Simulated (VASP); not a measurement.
# Cd2SbO2 (P4mm) in VASP: notebook

Runs on Cd2SbO2. Level: PBE. Tasks: single point, relaxation of cell and atoms.

All numbers are computed with VASP 6.6.1; they aren't measurements. Logs are shortened: lines on timing, memory, paths and dates and some standing lists are left out, and cuts for length are marked.

## Step 1: The cell of the first run

It takes space group P4mm (No. 99, tetragonal). The conventional cell has a = 3.170 Å, b = 3.170 Å, c = 8.957 Å, α = 90.00°, β = 90.00°, γ = 90.00°. Within 2.9 Å of Cd (site symmetry 4mm) lie 5 O at 2.21 to 2.36 Å. Within 3.2 Å of Cd (site symmetry 4mm) lie 4 O at 2.35 Å and 1 Sb at 3.09 Å and 4 Cd at 3.17 Å. Sb (site symmetry 4mm) has 1 O at 2.20 Å within 2.9 Å. Within 2.9 Å of O (site symmetry 4mm) lie 1 Sb at 2.20 Å and 4 Cd at 2.36 Å. Within 2.9 Å of O (site symmetry 4mm) lie 5 Cd at 2.21 to 2.35 Å.

## Step 2: Single point, PBE

The input, INCAR:

```
  PREC = Accurate
  ENCUT = 520
  EDIFF = 1E-6
  ISMEAR = 0
  SIGMA = 0.1
  LREAL = False
  LASPH = True
  NELM = 100
  ALGO = Normal
  ISIF = 2
  LWAVE = False
  LCHARG = True
  GGA = PE
  LELF = True
  LVHAR = True
  NBANDS = 28
```

The input, KPOINTS:

```
Automatic mesh
0
Gamma
  10 10 4
```

The input, POSCAR:

```
Cd2SbO2
1.0
    3.1703746544      0.0000000000      0.0000000000
    0.0000000000      3.1703746544      0.0000000000
    0.0000000000      0.0000000000      8.9574348206
Cd Sb O
2 1 2
Direct
    0.5000000000      0.5000000000      0.3314887410
    0.0000000000      0.0000000000      0.6584116310
    0.0000000000      0.0000000000      0.0030927506
    0.0000000000      0.0000000000      0.2489382972
    0.5000000000      0.5000000000      0.5780685800
```

Potentials or basis: VASP PAW PBE potentials, release 64 (Cd, Sb, O).

On the command line:

```
$ cat potpaw_PBE.64/Cd/POTCAR potpaw_PBE.64/Sb/POTCAR potpaw_PBE.64/O/POTCAR > POTCAR
$ mpirun -np 1 vasp_std > vasp.out
```

OUTCAR:

```text
PREC = Accurate
   ENCUT = 520
   EDIFF = 1E-6
   ISMEAR = 0
   LREAL = False
   LASPH = True
   NELM = 100
   ISIF = 2
   GGA = PE

 ion  position               nearest neighbor table
   1  0.500  0.500  0.331-   5 2.21   4 2.36   4 2.36   4 2.36   4 2.36   2 3.69   2 3.69   2 3.69
                             2 3.69   3 3.70   3 3.70   3 3.70   3 3.70
   2  0.000  0.000  0.658-   5 2.35   5 2.35   5 2.35   5 2.35   3 3.09   1 3.69   1 3.69   1 3.69
                             1 3.69
   3  0.000  0.000  0.003-   4 2.20   2 3.09   1 3.70   1 3.70   1 3.70   1 3.70
   4  0.000  0.000  0.249-   3 2.20   1 2.36   1 2.36   1 2.36   1 2.36
   5  0.500  0.500  0.578-   1 2.21   2 2.35   2 2.35   2 2.35   2 2.35

  LATTYP: Found a simple tetragonal cell.
 ALAT       =     3.1703746544
 C/A-ratio  =     2.8253552962

  Lattice vectors:

 A1 = (   3.1703746544,   0.0000000000,   0.0000000000)
 A2 = (   0.0000000000,   3.1703746544,   0.0000000000)
 A3 = (   0.0000000000,   0.0000000000,   8.9574348206)

Analysis of symmetry for initial positions (statically):
=====================================================================
 Subroutine PRICEL returns:
 Original cell was already a primitive cell.

 Routine SETGRP: Setting up the symmetry group for a
 simple tetragonal supercell.

 Subroutine GETGRP returns: Found  8 space group operations
 (whereof  8 operations were pure point group operations)
 out of a pool of 16 trial point group operations.

The static configuration has the point symmetry C_4v.

Analysis of symmetry for dynamics (positions and initial velocities):
=====================================================================
 Subroutine PRICEL returns:
 Original cell was already a primitive cell.

 Routine SETGRP: Setting up the symmetry group for a
 simple tetragonal supercell.

 Subroutine GETGRP returns: Found  8 space group operations
 (whereof  8 operations were pure point group operations)
 out of a pool of 16 trial point group operations.

The dynamic configuration has the point symmetry C_4v.

 Subroutine INISYM returns: Found  8 space group operations
 (whereof  8 operations are pure point group operations),
 and found     1 'primitive' translations

----------------------------------------------------------------------------------------

                                     Primitive cell

  volume of cell :      90.0336

[... 90 lines left out ...]
   LSORBIT =      F    spin-orbit coupling
   LASPH  =      T    aspherical Exc in radial PAW
   ENCUT  =  520.0 eV  38.22 Ry    6.18 a.u.   5.89  5.89 16.65*2*pi/ulx,y,z
   NELM   =    100;   NELMIN=  2; NELMDL= -5     # of ELM steps
   EDIFF  = 0.1E-05   stopping-criterion for ELM
   LREAL  =      F    real-space projection
   EDIFFG = 0.1E-04   stopping-criterion for IOM
   NSW    =      0    number of steps for IOM
   IBRION =     -1    ionic relax: 0-MD 1-quasi-New 2-CG
   NFREE  =      0    steps in history (QN), initial steepest desc. (CG)
   ISIF   =      2    stress and relaxation
   ISYM   =      2    0-nonsym 1-usesym 2-fastsym
   POTIM  = 0.5000    time-step for ionic-motion
   TEBEG  =    0.0;   TEEND  =   0.0 temperature during run
   PSTRESS=    0.0 pullay stress
   NELECT =      41.0000    total number of electrons
   NUPDOWN=      -1.0000    fix difference up-down
   EMIN   =  10.00;   EMAX   =-10.00  energy-range for DOS
   EFERMI =   0.00;   METHOD = LEGACY
   ISMEAR =     0;   SIGMA  =   0.10  broadening in eV -4-tet -1-fermi 0-gaus
   EFERMI_NEDOS =   21; number of points for ismear=-14 and -15
   IALGO  =     38    algorithm
   IMIX   =      4    mixing-type and parameters
     AMIX     =   0.40;   BMIX     =  1.00
     AMIX_MAG =   1.60;   BMIX_MAG =  1.00
  volume/ion in A,a.u.               =      18.01       121.52
  Fermi-wavevector in a.u.,A,eV,Ry     =   1.259509  2.380126 21.583768  1.586362
  Thomas-Fermi vector in A             =   2.393065
   LORBIT       =      0    0 simple, 1 ext, 2 COOP (PROOUT), +10 PAW based schemes
   GGA     = PE    functional components
   LHFCALC =     F    Hartree Fock is set to
   AEXX    =    0.0000 exact exchange contribution
   IVDW    =     0    specifies the selected vdW correction
   LEPSILON=     F    determine dielectric tensor
   LRPA    =     F    only Hartree local field effects (RPA)
 non-spin polarized calculation
 Gauss-broadening in eV      SIGMA  =   0.10
  energy-cutoff  :      520.00
  volume of cell :       90.03
 maximum number of plane-waves:      2472
 NGX is ok and might be reduce to    24
   NGX = 11   NGY = 11   NGZ = 33

 number of electron      41.0000013 magnetization

 Free energy of the ion-electron system (eV)
  ---------------------------------------------------
  ext. energy  EPLUGINS =         0.00000000
  ---------------------------------------------------
  free energy    TOTEN  =       -18.93415250 eV

  energy without entropy =      -18.92351344  energy(sigma->0) =      -18.92883297

 E-fermi :   4.1978     XC(G=0): -10.4053

 val. band max:        4.1844311356   @ k =   0.4000   0.0000   0.5000
 cond. band min:       4.1978459934   @ k =   0.3000   0.2000   0.0000
 fundamental gap:      0.0134148578
 Fermi energy:         4.1977742801

 k-point     1 :       0.0000    0.0000    0.0000
  band No.  band energies     occupation
      1     -14.8263      2.00000
      2     -14.0659      2.00000
      3      -7.0677      2.00000
      4      -4.6831      2.00000
      5      -4.5694      2.00000
      6      -4.5192      2.00000
[... 733 lines left out ...]
     27      12.1129      0.00000
     28      12.9701      0.00000

 [... further k-points ...]
[... 5 lines left out ...]
  --------------------------------------------------------------------------------------
  -------------------------------------------------------------------------------------
  Total        0.3854143      0.3854143      0.2091182      0.0000000      0.0000000      0.0000000
  in kB        6.8585695      6.8585695      3.7213252      0.0000000      0.0000000      0.0000000
  external PRESSURE =       5.8128214 kB  Pullay stress =       0.0000000 kB

 VOLUME and BASIS-vectors are now :
 -----------------------------------------------------------------------------
  energy-cutoff  :      520.00
  volume of cell :       90.03
      direct lattice vectors                 reciprocal lattice vectors
     3.170374654  0.000000000  0.000000000     0.315420135  0.000000000  0.000000000
     0.000000000  3.170374654  0.000000000     0.000000000  0.315420135  0.000000000
     0.000000000  0.000000000  8.957434821     0.000000000  0.000000000  0.111639104

 POSITION                                       TOTAL-FORCE (eV/Angst)
 -----------------------------------------------------------------------------------
      1.58519      1.58519      2.96929         0.000000      0.000000     -0.030555
      0.00000      0.00000      5.89768         0.000000     -0.000000      0.056720
      0.00000      0.00000      0.02770         0.000000     -0.000000      0.028652
      0.00000      0.00000      2.22985         0.000000     -0.000000     -0.087385
      1.58519      1.58519      5.17801         0.000000      0.000000      0.032567
 -----------------------------------------------------------------------------------
    total drift:                                0.000000     -0.000000      0.000919

  FREE ENERGIE OF THE ION-ELECTRON SYSTEM (eV)
  ---------------------------------------------------
  free  energy   TOTEN  =       -18.9341525022 eV

  energy  without entropy=      -18.9235134432  energy(sigma->0) =      -18.92883297
```

stdout:

```text
POSCAR found type information on POSCAR CdSbO
 POSCAR found :  3 types and       5 ions
 scaLAPACK will be used
 LDA part: xc-table for (Slater+PW92), standard interpolation
 POSCAR, INCAR and KPOINTS ok, starting setup
 FFT: planning ... GRIDC
 FFT: planning ... GRID_SOFT
 FFT: planning ... GRID
 WAVECAR not read
 entering main loop
```

Wall time 71 s (1 thread of Intel Xeon 6975P-C (Granite Rapids), shared host); peak memory 0.29 GiB.

Results:

```yaml
Free_energy: -18.9342 eV
Pressure: 0.6 GPa
Largest_force: 0.087 eV/Å
Band_gap_on_the_k_mesh: zero (an odd number of electrons rules out a gap without spin polarisation)
```

Forces in eV/Å, atoms in the order of the input:
```
Cd   0.000  0.000 -0.031
Cd   0.000  0.000  0.057
Sb   0.000  0.000  0.029
O    0.000  0.000 -0.087
O    0.000  0.000  0.033
```

Caveat: spin-orbit coupling is left out, which moves the levels of the heavy elements; an odd number of electrons without spin polarisation forces a metal; a magnetic or distorted state may lie lower.

## Step 3: Relaxation of cell and atoms, PBE

The input, INCAR:

```
SYSTEM = Cd2SbO2
PREC = Accurate
ENCUT = 600
EDIFF = 1E-6
ISMEAR = 0
SIGMA = 0.1
LREAL = .False.
LASPH = .True.
NELM = 60
ALGO = Normal
ISIF = 3
LWAVE = .False.
LCHARG = .False.
GGA = PE
IBRION = 2
NSW = 80
EDIFFG = -0.001
```

The input, KPOINTS:

```
Automatic mesh
0
Gamma
  10 10 4
  0 0 0
```

The input, POSCAR:

```
Cd2SbO2
1.0
    3.1703560764      0.0000000000      0.0000000000
    0.0000000000      3.1703560764      0.0000000000
    0.0000000000      0.0000000000      8.9593197432
Cd Sb O
2 1 2
Direct
    0.5000000000      0.5000000000      0.3315149148
    0.0000000000      0.0000000000      0.6584109246
    0.0000000000      0.0000000000      0.0031054263
    0.0000000000      0.0000000000      0.2489113369
    0.5000000000      0.5000000000      0.5780573972
```

Potentials or basis: VASP PAW PBE potentials, release 64 (Cd, Sb, O).

On the command line:

```
$ cat potpaw_PBE.64/Cd/POTCAR potpaw_PBE.64/Sb/POTCAR potpaw_PBE.64/O/POTCAR > POTCAR
$ mpirun -np 1 vasp_std > vasp.out
```

Wall time 14 min (1 thread of Intel Xeon 6975P-C (Granite Rapids), shared host); peak memory 0.35 GiB.

It converged, with:

* Free energy: -18.9391 eV
* Relaxed volume: 18.10 Å³/atom
* Relaxed cell: a = 3.177 Å, b = 3.177 Å, c = 8.967 Å, α = 90.00°, β = 90.00°, γ = 90.00°
* Space group after relaxing (to 0.1 Å): P4mm (No. 99)
* Energy gained by relaxing: 0.3 meV/atom
* Ionic steps: 30
* Pressure after relaxing: 0.0 GPa
* Band gap on the k mesh: zero (an odd number of electrons rules out a gap without spin polarisation)

Step by step:
| step | energy change (eV) | largest force (eV/Å) | pressure (GPa) | volume (Å³) |
| --- | --- | --- | --- | --- |
| 1 | 0.0000 | 0.0877 | 0.45 | 90.05 |
| 2 | -0.0011 | 0.0641 | -0.18 | 90.71 |
| 3 | -0.0011 | 0.0669 | -0.13 | 90.63 |
| 4 | -0.0015 | 0.0275 | -0.05 | 90.57 |
| 5 | -0.0015 | 0.0173 | 0.00 | 90.55 |
| 6 | -0.0015 | 0.0153 | 0.00 | 90.55 |
| 7 | -0.0016 | 0.0134 | -0.01 | 90.54 |
| 8 | -0.0016 | 0.0187 | -0.01 | 90.53 |
| 9 | -0.0016 | 0.0084 | 0.00 | 90.52 |
| 10 | -0.0016 | 0.0051 | 0.00 | 90.49 |
| 11 | -0.0016 | 0.0024 | -0.01 | 90.49 |
| 12 | -0.0016 | 0.0030 | 0.00 | 90.48 |
| 13 | -0.0016 | 0.0045 | -0.01 | 90.48 |
| 14 | -0.0016 | 0.0034 | 0.00 | 90.48 |
| 15 | -0.0016 | 0.0031 | 0.00 | 90.48 |
| 16 | -0.0016 | 0.0030 | 0.00 | 90.48 |
| 17 | -0.0016 | 0.0029 | 0.01 | 90.47 |
| 18 | -0.0016 | 0.0026 | 0.01 | 90.47 |
| 19 | -0.0016 | 0.0018 | 0.00 | 90.48 |
| 20 | -0.0016 | 0.0018 | -0.01 | 90.48 |
| 21 | -0.0016 | 0.0021 | 0.00 | 90.48 |
| 22 | -0.0016 | 0.0019 | 0.00 | 90.48 |
| 23 | -0.0016 | 0.0012 | -0.01 | 90.48 |
| 24 | -0.0016 | 0.0025 | 0.01 | 90.47 |
| 25 | -0.0016 | 0.0016 | 0.02 | 90.47 |
| 26 | -0.0016 | 0.0015 | 0.02 | 90.47 |
| 27 | -0.0016 | 0.0011 | 0.01 | 90.48 |
| 28 | -0.0016 | 0.0007 | 0.01 | 90.48 |
| 29 | -0.0016 | 0.0010 | 0.00 | 90.48 |
| 30 | -0.0016 | 0.0009 | -0.01 | 90.48 |

Final structure:
```cif
data_structure
_symmetry_space_group_name_H-M 'P 1'
_symmetry_Int_Tables_number 1
_cell_length_a 3.1766
_cell_length_b 3.1766
_cell_length_c 8.9671
_cell_angle_alpha 90.000
_cell_angle_beta 90.000
_cell_angle_gamma 90.000
_cell_volume 90.48
loop_
_atom_site_label
_atom_site_type_symbol
_atom_site_fract_x
_atom_site_fract_y
_atom_site_fract_z
_atom_site_occupancy
Cd1 Cd 0.50000 0.50000 0.33146 1
Cd2 Cd 0.00000 0.00000 0.65951 1
Sb1 Sb 0.00000 0.00000 0.00325 1
O1 O 0.00000 0.00000 0.24727 1
O2 O 0.50000 0.50000 0.57852 1
```

Levels at points of the mesh, in eV from the Fermi level:
| k point | band 17 | band 18 | band 19 | band 20 | band 21 | band 22 | band 23 | band 24 |
| --- | --- | --- | --- | --- | --- | --- | --- | --- |
| (0.00, 0.00, 0.00) | -3.30 | -2.50 | -2.50 | -1.34 | -0.96 | 2.53 | 3.76 | 3.76 |
| (0.50, 0.00, 0.00) | -4.12 | -2.95 | -2.31 | -1.58 | -0.07 | 2.24 | 3.70 | 4.01 |
| (0.50, 0.50, 0.00) | -3.90 | -3.22 | -2.60 | -2.31 | -2.31 | 1.65 | 1.96 | 3.53 |
| (0.00, 0.00, 0.50) | -3.29 | -3.01 | -2.51 | -2.51 | 0.63 | 1.45 | 3.76 | 3.76 |
| (0.50, 0.00, 0.50) | -4.01 | -3.30 | -2.31 | -1.58 | 0.44 | 2.54 | 3.27 | 4.25 |
| (0.50, 0.50, 0.50) | -4.04 | -3.24 | -2.60 | -2.24 | -2.24 | 1.60 | 1.71 | 4.07 |

Caveat: spin-orbit coupling is left out, which moves the levels of the heavy elements; an odd number of electrons without spin polarisation forces a metal; a magnetic or distorted state may lie lower.
